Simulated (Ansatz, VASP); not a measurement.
## Two plane-wave programs on H6C3F4

```
C H F
1.0
     7.90566    0.00000    0.00000
     0.00000    7.90566    0.00000
     0.00000    0.00000    7.90566
C H F
9 18 12
Direct
  0.90020 0.69475 0.02004
  0.89252 0.55585 0.15349
  0.87222 0.32037 0.74423
  0.78744 0.33691 0.57172
  0.95330 0.88888 0.53603
  0.10452 0.76946 0.52966
  0.41537 0.60891 0.00342
  0.32807 0.09535 0.94047
  0.30780 0.25118 0.40418
  0.02391 0.69936 0.95923
  0.80690 0.67425 0.92061
  0.87608 0.81920 0.07521
  0.76842 0.54963 0.21348
  0.91829 0.43178 0.09855
  0.98516 0.57678 0.25328
  0.96276 0.42228 0.76612
  0.77911 0.32539 0.84633
  0.94064 0.20059 0.75579
  0.69985 0.23269 0.54904
  0.71604 0.45519 0.56163
  0.87984 0.33569 0.46885
  0.89413 0.88783 0.66112
  0.99096 0.01957 0.50897
  0.85676 0.85346 0.44295
  0.16297 0.76969 0.40434
  0.20134 0.80638 0.62131
  0.06702 0.63915 0.55843
  0.49805 0.74677 0.05059
  0.29263 0.57797 0.11279
  0.34983 0.63208 0.85100
  0.52100 0.47936 0.99892
  0.44986 0.11563 0.05338
  0.21438 0.98706 0.99926
  0.25415 0.24247 0.91085
  0.39353 0.03599 0.79814
  0.36277 0.09474 0.43146
  0.18510 0.24822 0.28997
  0.24835 0.31560 0.54709
  0.43455 0.34564 0.34776
```

Alike in both runs: functional r2SCAN; dispersion D3(BJ); k mesh 1 × 1 × 1; occupations fermi-dirac, width 0.02 eV; no spin polarisation.

Ansatz relaxed the structure, and its values are those at the end. VASP's run is a single point on that final structure, the one shown.

|  | VASP | Ansatz |
| --- | --- | --- |
| version | VASP 6.6.1 | Ansatz 0.2.0 |
| potentials or method | VASP PAW PBE potentials, release 64 (C, H, F), cutoff 520 eV | scalar-relativistic, plane waves, PAW |
| valence electrons in the cell | 138 | 138 |

```csv
,VASP,Ansatz,Ansatz less VASP
rms of the force components (eV/Å),0.175,0.056,-0.1188
```

VASP's potentials were made for PBE, not for r2SCAN. One of these differences is far larger than is usual between the two programs; its cause wasn't traced. Ansatz's warnings: dispersion damping borrowed.
